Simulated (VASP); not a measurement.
# Si6HC in VASP: notebook

The runs below take Si6HC through single point, relaxation of the atoms, with PBEsol.

Program: VASP 6.6.1. These are calculated values, not measurements. Logs are shortened: lines on timing, memory, paths and dates and some standing lists are left out, and cuts for length are marked.

**1. The cell of the first run**

The cell holds a slab with vacuum, 8 atoms: a = 3.842 Å, b = 3.842 Å, c = 27.158 Å, α = 90.00°, β = 90.00°, γ = 120.00°.

**2. Single point, PBEsol, collinear spin**

The input, INCAR:

```
PREC     = Accurate       # precision mode
ENCUT    = 520            # plane-wave cutoff, eV
EDIFF    = 1E-6           # SCF threshold, eV
ISMEAR   = 0              # smearing method
SIGMA    = 0.05           # smearing width, eV
LREAL    = F              # projectors in reciprocal space
LASPH    = T              # aspherical terms in the spheres
NELM     = 150            # most SCF steps
ALGO     = Normal         # electronic algorithm
ISIF     = 2              # what is computed and relaxed
LWAVE    = F              # write WAVECAR
LCHARG   = T              # write CHGCAR
ISPIN    = 2              # spin polarisation
MAGMOM   = 0 0 0 0 0 0 1 0 # initial moments
LORBIT   = 11             # projections on sites
LDIPOL   = T            
IDIPOL   = 3            
DIPOL    = 0.5 0.5 0.478
GGA      = PS             # functional
LELF     = T              # ELF
LVHAR    = T            
LVACPOTAV= T            
NBANDS   = 28             # bands
```

The input, KPOINTS:

```
Automatic mesh
0
Gamma
  9 9 1
```

The input, POSCAR:

```
Si6HC
1.0
    3.8417168319      0.0000000000      0.0000000000
   -1.9208584160      3.3270243706      0.0000000000
    0.0000000000      0.0000000000     27.1576844809
Si C H
6 1 1
Direct
    0.3333333333      0.6666666667      0.3129869193
    0.0000000000      0.0000000000      0.3418622516
    0.0000000000      0.0000000000      0.4284882485
    0.6666666667      0.3333333333      0.4561321247
    0.6666666667      0.3333333333      0.5425116061
    0.3333333333      0.6666666667      0.5851847735
    0.0000000000      0.0000000000      0.5565077854
    0.0000000000      0.0000000000      0.5981336844
```

Potentials or basis: VASP PAW PBE potentials, release 64 (Si, C, H).

Launch:

```bash
$ cat potpaw_PBE.64/Si/POTCAR potpaw_PBE.64/C/POTCAR potpaw_PBE.64/H/POTCAR > POTCAR
$ mpirun -np 1 vasp_std > vasp.out
```

OUTCAR:

```text
PREC = Accurate
   ENCUT = 520
   EDIFF = 1E-6
   ISMEAR = 0
   LREAL = F
   LASPH = T
   NELM = 150
   ISIF = 2
   ISPIN = 2
   LORBIT = 11
   GGA = PS

 ion  position               nearest neighbor table
   1  0.333  0.667  0.313-   2 2.35   2 2.35   2 2.35
   2  0.000  0.000  0.342-   3 2.35   1 2.35   1 2.35   1 2.35
   3  0.000  0.000  0.428-   4 2.34   4 2.34   4 2.34   2 2.35
   4  0.667  0.333  0.456-   3 2.34   3 2.34   3 2.34   5 2.35
   5  0.667  0.333  0.543-   7 2.25   7 2.25   7 2.25   4 2.35   6 2.50   6 2.50   6 2.50
   6  0.333  0.667  0.585-   7 2.35   7 2.35   7 2.35   5 2.50   5 2.50   5 2.50
   7  0.000  0.000  0.557-   8 1.13   5 2.25   5 2.25   5 2.25   6 2.35   6 2.35   6 2.35
   8  0.000  0.000  0.598-   7 1.13

  LATTYP: Found a hexagonal cell.
 ALAT       =     3.8417168319
 C/A-ratio  =     7.0691531076

  Lattice vectors:

 A1 = (   3.8417168319,   0.0000000000,   0.0000000000)
 A2 = (  -1.9208584160,   3.3270243706,   0.0000000000)
 A3 = (   0.0000000000,   0.0000000000,  27.1576844809)

Analysis of symmetry for initial positions (statically):
=====================================================================
 Subroutine PRICEL returns:
 Original cell was already a primitive cell.

 Routine SETGRP: Setting up the symmetry group for a
 hexagonal supercell.

 Subroutine GETGRP returns: Found  6 space group operations
 (whereof  6 operations were pure point group operations)
 out of a pool of 24 trial point group operations.

The static configuration has the point symmetry C_3v.

Analysis of symmetry for dynamics (positions and initial velocities):
=====================================================================
 Subroutine PRICEL returns:
 Original cell was already a primitive cell.

 Routine SETGRP: Setting up the symmetry group for a
 hexagonal supercell.

 Subroutine GETGRP returns: Found  6 space group operations
 (whereof  6 operations were pure point group operations)
 out of a pool of 24 trial point group operations.

The dynamic configuration has the point symmetry C_3v.

Analysis of structural, dynamic, and magnetic symmetry:
=====================================================================
 Subroutine PRICEL returns:
 Original cell was already a primitive cell.

 Routine SETGRP: Setting up the symmetry group for a
 hexagonal supercell.

 Subroutine GETGRP returns: Found  6 space group operations
 (whereof  6 operations were pure point group operations)
 out of a pool of 24 trial point group operations.

The overall configuration has the point symmetry C_3v.

 Subroutine INISYM returns: Found  6 space group operations
 (whereof  6 operations are pure point group operations),
 and found     1 'primitive' translations

----------------------------------------------------------------------------------------

                                     Primitive cell

  volume of cell :     347.1156

  direct lattice vectors                    reciprocal lattice vectors
     3.841716832  0.000000000  0.000000000     0.260300289  0.150284442  0.000000000
    -1.920858416  3.327024371  0.000000000     0.000000000  0.300568883  0.000000000
     0.000000000  0.000000000 27.157684481     0.000000000  0.000000000  0.036821991

  length of vectors
     3.841716832  3.841716832 27.157684481     0.300568883  0.300568883  0.036821991

  position of ions in fractional coordinates (direct lattice)
     0.333333333  0.666666667  0.312986919
     0.000000000  0.000000000  0.341862252
     0.000000000  0.000000000  0.428488249
     0.666666667  0.333333333  0.456132125
     0.666666667  0.333333333  0.542511606
     0.333333333  0.666666667  0.585184774
     0.000000000  0.000000000  0.556507785
     0.000000000  0.000000000  0.598133684

  ion indices of the primitive-cell ions
   primitive index   ion index
                 1           1
                 2           2
                 3           3
                 4           4
                 5           5
                 6           6
                 7           7
                 8           8

----------------------------------------------------------------------------------------

 KPOINTS: Automatic mesh

Automatic generation of k-mesh.
 Grid dimensions read from file:
 generate k-points for:    9    9    1

 Generating k-lattice:

  Cartesian coordinates                     Fractional coordinates (reciprocal lattice)
     0.028922254  0.016698271  0.000000000     0.111111111 -0.000000000  0.000000000
     0.000000000  0.033396543  0.000000000     0.000000000  0.111111111  0.000000000
     0.000000000  0.000000000  0.036821991     0.000000000  0.000000000  1.000000000

  Length of vectors
     0.033396543  0.033396543  0.036821991

  Shift w.r.t. Gamma in fractional coordinates (k-lattice)
     0.000000000  0.000000000  0.000000000

 Subroutine IBZKPT returns following result:
 ===========================================

 Found     12 irreducible k-points:

 Following reciprocal coordinates:
            Coordinates               Weight
  0.000000  0.000000  0.000000      1.000000
  0.111111 -0.000000  0.000000      6.000000
  0.222222 -0.000000  0.000000      6.000000
  0.333333  0.000000  0.000000      6.000000
  0.444444 -0.000000  0.000000      6.000000
  0.111111  0.111111  0.000000      6.000000
  0.222222  0.111111  0.000000     12.000000
  0.333333  0.111111  0.000000     12.000000
  0.444444  0.111111  0.000000      6.000000
  0.222222  0.222222  0.000000      6.000000
  0.333333  0.222222  0.000000     12.000000
  0.333333  0.333333  0.000000      2.000000
   k-points           NKPTS =     12   k-points in BZ     NKDIM =     12   number of bands    NBANDS=     28
   number of dos      NEDOS =    301   number of ions     NIONS =      8
   total plane-waves  NPLWV = 189000
   dimension x,y,z NGX =    30 NGY =   30 NGZ =  210
   dimension x,y,z NGXF=    60 NGYF=   60 NGZF=  420
   ions per type =               6   1   1
   NGX,Y,Z   is equivalent  to a cutoff of  12.98, 12.98, 12.86 a.u.
   NGXF,Y,Z  is equivalent  to a cutoff of  25.96, 25.96, 25.71 a.u.
 SYSTEM =  unknown system
   PREC   = accura    normal or accurate (medium, high low for compatibility)
   ISTART =      0    job   : 0-new  1-cont  2-samecut
   ICHARG =      2    charge: 1-file 2-atom 10-const
   ISPIN  =      2    spin polarized calculation?
   LNONCOLLINEAR =      F non collinear calculations
   LSORBIT =      F    spin-orbit coupling
   LASPH  =      T    aspherical Exc in radial PAW
   ENCUT  =  520.0 eV  38.22 Ry    6.18 a.u.   7.14  7.14 50.50*2*pi/ulx,y,z
   NELM   =    150;   NELMIN=  2; NELMDL= -5     # of ELM steps
   EDIFF  = 0.1E-05   stopping-criterion for ELM
   LREAL  =      F    real-space projection
   EDIFFG = 0.1E-04   stopping-criterion for IOM
   NSW    =      0    number of steps for IOM
   IBRION =     -1    ionic relax: 0-MD 1-quasi-New 2-CG
   NFREE  =      0    steps in history (QN), initial steepest desc. (CG)
   ISIF   =      2    stress and relaxation
   ISYM   =      2    0-nonsym 1-usesym 2-fastsym
   POTIM  = 0.5000    time-step for ionic-motion
   TEBEG  =    0.0;   TEEND  =   0.0 temperature during run
   PSTRESS=    0.0 pullay stress
   NELECT =      29.0000    total number of electrons
   NUPDOWN=      -1.0000    fix difference up-down
   EMIN   =  10.00;   EMAX   =-10.00  energy-range for DOS
   EFERMI =   0.00;   METHOD = LEGACY
   ISMEAR =     0;   SIGMA  =   0.05  broadening in eV -4-tet -1-fermi 0-gaus
   EFERMI_NEDOS =   21; number of points for ismear=-14 and -15
   IALGO  =     38    algorithm
   IMIX   =      4    mixing-type and parameters
     AMIX     =   0.40;   BMIX     =  1.00
     AMIX_MAG =   1.60;   BMIX_MAG =  1.00
  volume/ion in A,a.u.               =      43.39       292.81
  Fermi-wavevector in a.u.,A,eV,Ry     =   0.715675  1.352431  6.968787  0.512191
  Thomas-Fermi vector in A             =   1.803898
   LORBIT       =     11    0 simple, 1 ext, 2 COOP (PROOUT), +10 PAW based schemes
   GGA     = PS    functional components
   LHFCALC =     F    Hartree Fock is set to
   AEXX    =    0.0000 exact exchange contribution
   IVDW    =     0    specifies the selected vdW correction
   LEPSILON=     F    determine dielectric tensor
   LRPA    =     F    only Hartree local field effects (RPA)
 spin polarized calculation
 Gauss-broadening in eV      SIGMA  =   0.05
  energy-cutoff  :      520.00
  volume of cell :      347.12
 maximum number of plane-waves:      9393
 NGX is ok and might be reduce to    30
   NGX = 15   NGY = 15   NGZ =101

 dipolmoment           0.000000      0.000000     -0.000733 electrons x Angstroem

 number of electron      29.0000002 magnetization       0.9118051

 dipolmoment           0.000000      0.000000      0.001028 electrons x Angstroem

 Free energy of the ion-electron system (eV)
  ---------------------------------------------------
  ext. energy  EPLUGINS =         0.00000000
  ---------------------------------------------------
  free energy    TOTEN  =       -41.94742362 eV

  energy without entropy =      -41.94432200  energy(sigma->0) =      -41.94587281

 E-fermi :  -0.7190     XC(G=0):  -4.0933

 val. band max:       -0.7274928615   @ k =   0.1111   0.1111   0.0000
 cond. band min:      -0.6715193859   @ k =   0.1111  -0.0000   0.0000
 fundamental gap:      0.0559734757
 Fermi energy:        -0.7189741182

 spin component 1

 k-point     1 :       0.0000    0.0000    0.0000
  band No.  band energies     occupation
      1     -15.5421      1.00000
      2     -12.3527      1.00000
      3     -11.1759      1.00000
      4      -8.5090      1.00000
      5      -5.9765      1.00000
      6      -5.1972      1.00000
[... 337 lines left out ...]
     25       5.2314      0.00000
     26       5.5153      0.00000
 Fermi energy:        -0.7189741182

 spin component 2

 k-point     1 :       0.0000    0.0000    0.0000
  band No.  band energies     occupation
      1     -15.5202      1.00000
      2     -12.2269      1.00000
      3     -11.0133      1.00000
      4      -8.4492      1.00000
      5      -5.7164      1.00000
      6      -5.1591      1.00000
[... 337 lines left out ...]
     25       5.3978      0.00000
     26       5.6847      0.00000
 [bands above 26 left out]

------------------------ aborting loop because EDIFF is reached ----------------------------------------

  FORCE on cell =-STRESS in cart. coord.  units (eV):
  Direction    XX          YY          ZZ          XY          YZ          ZX
  --------------------------------------------------------------------------------------
  -------------------------------------------------------------------------------------
  Total       -0.2867680     -0.2867680     -0.0124987      0.0000000      0.0000000      0.0000000
  in kB       -1.3236320     -1.3236320     -0.0576902      0.0000000      0.0000000      0.0000000
  external PRESSURE =      -0.9016514 kB  Pullay stress =       0.0000000 kB

 VOLUME and BASIS-vectors are now :
 -----------------------------------------------------------------------------
  energy-cutoff  :      520.00
  volume of cell :      347.12
      direct lattice vectors                 reciprocal lattice vectors
     3.841716832  0.000000000  0.000000000     0.260300289  0.150284442  0.000000000
    -1.920858416  3.327024371  0.000000000     0.000000000  0.300568883  0.000000000
     0.000000000  0.000000000 27.157684481     0.000000000  0.000000000  0.036821991

 POSITION                                       TOTAL-FORCE (eV/Angst)
 -----------------------------------------------------------------------------------
     -0.00000      2.21802      8.50000         0.000000     -0.000000      0.522816
      0.00000      0.00000      9.28419        -0.000000      0.000000     -0.685721
      0.00000      0.00000     11.63675        -0.000000      0.000000      0.154300
      1.92086      1.10901     12.38749         0.000000     -0.000000      0.006190
      1.92086      1.10901     14.73336        -0.000000      0.000000      0.005705
     -0.00000      2.21802     15.89226         0.000000      0.000000     -0.002586
      0.00000      0.00000     15.11346         0.000000      0.000000     -0.028759
      0.00000      0.00000     16.24393         0.000000      0.000000      0.028054
 -----------------------------------------------------------------------------------
    total drift:                                0.000000     -0.000000     -0.000301

  FREE ENERGIE OF THE ION-ELECTRON SYSTEM (eV)
  ---------------------------------------------------
  free  energy   TOTEN  =       -41.9474236209 eV

  energy  without entropy=      -41.9443219992  energy(sigma->0) =      -41.94587281

 vacuum level on the upper side and lower side of the slab         3.933         3.918

 total charge

# of ion       s       p       d       tot
------------------------------------------
    1        0.793   0.853   0.000   1.646
    2        0.756   0.921   0.000   1.678
    3        0.760   0.926   0.000   1.686
    4        0.755   0.947   0.000   1.702
    5        0.778   0.801   0.000   1.579
    6        0.903   0.679   0.000   1.581
    7        0.926   1.359   0.000   2.285
    8        0.596   0.051   0.000   0.647
--------------------------------------------------
tot          6.268   6.536   0.000  12.804

 magnetization (x)

# of ion       s       p       d       tot
------------------------------------------
    1        0.034   0.174   0.000   0.208
    2        0.000   0.016   0.000   0.016
    3        0.008   0.034   0.000   0.042
    4        0.003   0.016   0.000   0.019
    5        0.003   0.007   0.000   0.010
    6        0.002   0.008   0.000   0.011
    7        0.002   0.010   0.000   0.012
    8        0.001   0.000   0.000   0.001
--------------------------------------------------
tot          0.053   0.265   0.000   0.318
```

Run time: 11 min. Hardware: 1 thread of Intel Xeon Platinum 8259CL at 2.50GHz (Skylake/Cascade Lake), shared host; peak memory 0.69 GiB.

Results:

- Free energy: -41.9474 eV
- Largest force: 0.686 eV/Å
- Net moment: 0.91 μB per cell
- Site moments: Si +0.21, +0.02, +0.04, +0.01 (each value once); C +0.01; H +0.00 μB
- Valence electrons inside the program's atomic spheres: Si 1.65, 1.68, 1.69, 1.70, 1.58 (each value once); C 2.29; H 0.65

Forces on the atoms (eV/Å):
```
Si   0.000  0.000  0.523
Si   0.000  0.000 -0.686
Si   0.000  0.000  0.154
Si   0.000  0.000  0.006
Si   0.000  0.000  0.006
Si   0.000  0.000 -0.003
C    0.000  0.000 -0.029
H    0.000  0.000  0.028
```

Caveat: the PAW data sets were made with another functional, which shifts forces and pressure a little.

**3. Relaxation of the atoms, PBEsol, collinear spin**

The input, INCAR:

```
ALGO = Normal ; DIPOL = 0.5 0.5 0.497
EDIFF = 1E-7 ; EDIFFG = -0.03
ENCUT = 520 ; GGA = PS
GGA_COMPAT = F ; IBRION = 2
IDIPOL = 3 ; ISIF = 2
ISMEAR = 0 ; ISPIN = 2
KPAR = 4 ; LASPH = T
LCHARG = F ; LDIPOL = T
LORBIT = 11 ; LREAL = F
LWAVE = F ; MAGMOM = 0 0 0 0 0 0 1 0
NELM = 200 ; NELMDL = -8
NELMIN = 4 ; NSW = 90
PREC = Accurate ; SIGMA = 0.05
```

The input, KPOINTS:

```
k-points
0
Gamma
  9 9 1
```

The input, POSCAR:

```
Si6HC
1.0
    3.8417168319      0.0000000000      0.0000000000
   -1.9208584160      3.3270243706      0.0000000000
    0.0000000000      0.0000000000     27.1576844809
Si C H
6 1 1
Selective dynamics
Direct
    0.3333333333      0.6666666667      0.3129869193  F F F
    0.0000000000      0.0000000000      0.3418622516  F F F
    0.0000000000      0.0000000000      0.4284882485  F F F
    0.6666666667      0.3333333333      0.4566423935  T T T
    0.6666666667      0.3333333333      0.5454578306  T T T
    0.3333333333      0.6666666667      0.5702784356  T T T
    0.3333333333      0.6666666667      0.6395037777  T T T
    0.3333333333      0.6666666667      0.6800079673  T T T
```

Potentials or basis: VASP PAW PBE potentials, release 64 (Si, C, H).

Launch:

```bash
$ cat potpaw_PBE.64/Si/POTCAR potpaw_PBE.64/C/POTCAR potpaw_PBE.64/H/POTCAR > POTCAR
$ mpirun -np 4 vasp_std > vasp.out
```

Wall time 27 min (4 MPI ranks of Intel Xeon Platinum 8488C (Sapphire Rapids), shared host); peak memory 0.74 GiB.

The run converged. Its results:

```yaml
Free_energy: -42.1003 eV
Energy_gained_by_relaxing: 41.9 meV/atom
Ionic_steps: 30
Net_moment: 0.00 μB per cell
Valence_electrons_inside_the_program's_atomic_spheres: Si 1.65, 1.67, 1.70, 1.66, 1.71 (each value once); C 2.35; H 0.66
```

Step by step:
```tsv
step	energy change (eV)	largest force on free atoms (eV/Å)	pressure (GPa)
1	0.0000	3.3109	-0.98
2	0.0005	6.5814	0.06
3	-0.2455	1.8209	-0.68
4	-0.2428	2.4231	0.15
5	-0.3287	0.3901	-0.30
6	-0.3268	0.6605	-0.42
7	-0.3305	0.1672	-0.35
8	-0.3321	0.1225	-0.40
9	-0.3324	0.1440	-0.44
10	-0.3334	0.1451	-0.44
11	-0.3335	0.1456	-0.45
12	-0.3338	0.1193	-0.43
13	-0.3339	0.0450	-0.44
14	-0.3339	0.0365	-0.43
15	-0.3340	0.0531	-0.43
16	-0.3340	0.0402	-0.43
17	-0.3340	0.0681	-0.43
18	-0.3341	0.0613	-0.43
19	-0.3342	0.0459	-0.44
20	-0.3343	0.0557	-0.45
21	-0.3342	0.0899	-0.48
22	-0.3343	0.0609	-0.46
23	-0.3344	0.0546	-0.46
24	-0.3346	0.0515	-0.48
25	-0.3345	0.1626	-0.51
26	-0.3346	0.0953	-0.49
27	-0.3347	0.0598	-0.50
28	-0.3348	0.0460	-0.51
29	-0.3348	0.0312	-0.51
30	-0.3348	0.0264	-0.51
```

Final structure:
```
Si C H
1.0
     3.84172    0.00000    0.00000
    -1.92086    3.32702    0.00000
     0.00000    0.00000   27.15768
Si C H
6 1 1
Direct
  0.33333 0.66667 0.31299
  0.00000 0.00000 0.34186
  0.00000 0.00000 0.42849
  0.66667 0.33333 0.45687
  0.66667 0.33333 0.54354
  0.33333 0.66667 0.57626
  0.33333 0.66667 0.63957
  0.33333 0.66667 0.67955
```

Levels at points of the mesh, in eV from the Fermi level:
Spin up:
```csv
k point,band 12,band 13,band 14,band 15,band 16,band 17,band 18,band 19
"(0.00, 0.00, 0.00)",-0.13,-0.13,0.25,0.97,0.97,1.67,2.13,2.91
```
Spin down:
| k point | band 12 | band 13 | band 14 | band 15 | band 16 | band 17 | band 18 | band 19 |
| --- | --- | --- | --- | --- | --- | --- | --- | --- |
| (0.00, 0.00, 0.00) | -0.13 | -0.13 | 0.25 | 0.97 | 0.97 | 1.67 | 2.13 | 2.91 |

Caveat: the PAW data sets were made with another functional, which shifts forces and pressure a little.
